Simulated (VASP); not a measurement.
A run of VASP 6.6.1:

INCAR

```
ALGO = Normal ; EDIFF = 1E-6
EDIFFG = -0.01 ; ENCUT = 600
GGA = CA ; IBRION = 2
ISIF = 3 ; ISMEAR = -1
LASPH = T ; LCHARG = F
LREAL = F ; LWAVE = F
NELM = 80 ; NSW = 80
PREC = Accurate ; SIGMA = 0.05
```

Contents of KPOINTS:

```
k-points
0
Gamma
  18 18 18
```

The input POSCAR:

```
In
1.0
   -1.6254700000      1.6254700000      2.4737000000
    1.6254700000     -1.6254700000      2.4737000000
    1.6254700000      1.6254700000     -2.4737000000
In
1
Direct
    0.0000000000      0.0000000000      0.0000000000
```

Potentials or basis: VASP PAW LDA potentials, release 64 (In_d).

The run is started by

```console
$ cat potpaw_LDA.64/In_d/POTCAR > POTCAR
$ mpirun -np 1 vasp_std > vasp.out
```

Hardware: 1 thread of Intel Xeon 8259CL, with other jobs on the host.

Q: How long does it take, and how much memory?

A: Wall time 20 min on 1 thread of Intel Xeon 8259CL, with other jobs on the host, peak memory 0.29 GiB. Counts: scf iterations 64, k points 480, ion steps 11.
